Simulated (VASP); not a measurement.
Runs of VASP 6.6.1 on Si2Sn. The structure is that of space group Fm-3m (No. 225), or close to it. The cells are those of the table. 

```tsv
task	cell	k mesh	cutoff (eV)	gap on the mesh (eV)	pressure (GPa)
single point	a = 4.609 Å, angles 60.0°, 3 atoms	12 × 12 × 12	520	none	0.0
single point	a = 4.251 Å, angles 60.0°, 3 atoms	6 × 6 × 6	520	none	(a)
relaxation of cell and atoms	relaxed from a = 4.251 Å, angles 60.0°, 3 atoms	6 × 6 × 6	600	none	0.0
single point	a = 4.613 Å, angles 60.0°, 3 atoms	6 × 6 × 6	520	none	0.3
```

Alike in all rows: level r2SCAN; potentials or basis VASP PAW PBE potentials, release 64 (Si, Sn_d); no spin polarisation; smearing gaussian 0.1 eV.

**Question.** Fill in the values left out.

**Answer.** (a) 24.2.

Caveats: the PAW data sets were made with another functional, which shifts forces and pressure a little; spin-orbit coupling is left out, which moves the levels of the heavy elements; the cell stands under pressure (at least some runs).

A k mesh can miss the band edges, and the runs leave out spin-orbit coupling on Sn.

A gap of «none» marks levels without a gap at the run's occupations.
